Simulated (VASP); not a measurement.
Here is a VASP 6.6.1 calculation.

File INCAR:

```
ALGO     = Fast           # electronic algorithm
EDIFF    = 1E-6           # SCF threshold, eV
ENCUT    = 520            # plane-wave cutoff, eV
GGA      = PE             # functional
ISIF     = 2              # what is computed and relaxed
ISMEAR   = 0              # smearing method
LASPH    = T              # aspherical terms in the spheres
LCHARG   = F              # write CHGCAR
LREAL    = F              # projectors in reciprocal space
LWAVE    = F              # write WAVECAR
NBANDS   = 16             # bands
NELM     = 60             # most SCF steps
PREC     = Accurate       # precision mode
SIGMA    = 0.15           # smearing width, eV
```

KPOINTS

```
k-points
0
Gamma
  18 18 16
```

Contents of POSCAR:

```
WC
1.0
    2.9005014360      0.0000000000      0.0000000000
   -1.4502507180      2.5119079273      0.0000000000
    0.0000000000      0.0000000000      2.8290000000
W C
1 1
Direct
    0.0865212091      0.0633379210     -0.1590668081
    0.6666666667      0.3333333333      0.5000000000
```

Potentials or basis: VASP PAW PBE potentials, release 64 (W_sv, C).

Command:

```bash
$ cat potpaw_PBE.64/W_sv/POTCAR potpaw_PBE.64/C/POTCAR > POTCAR
$ mpirun -np 1 vasp_std > vasp.out
```

Question: What does it give for the pressure?

Answer: 66.3 GPa.

Question: Estimate the largest force.

Answer: 11.054 eV/Å.

Forces in eV/Å, atoms in the order of the input:
```
W   -5.393 -3.925  8.815
C    5.393  3.925 -8.815
```

Caveat: the cell differs from its parent crystal (atom 1 (W) moved by (+0.225, -0.450) A along [1 1 0] and z); the stress differs along the axes, from 42 to 92 GPa; forces of over 1 eV/Å act on the atoms, so gaps and moduli don't describe the material at rest.
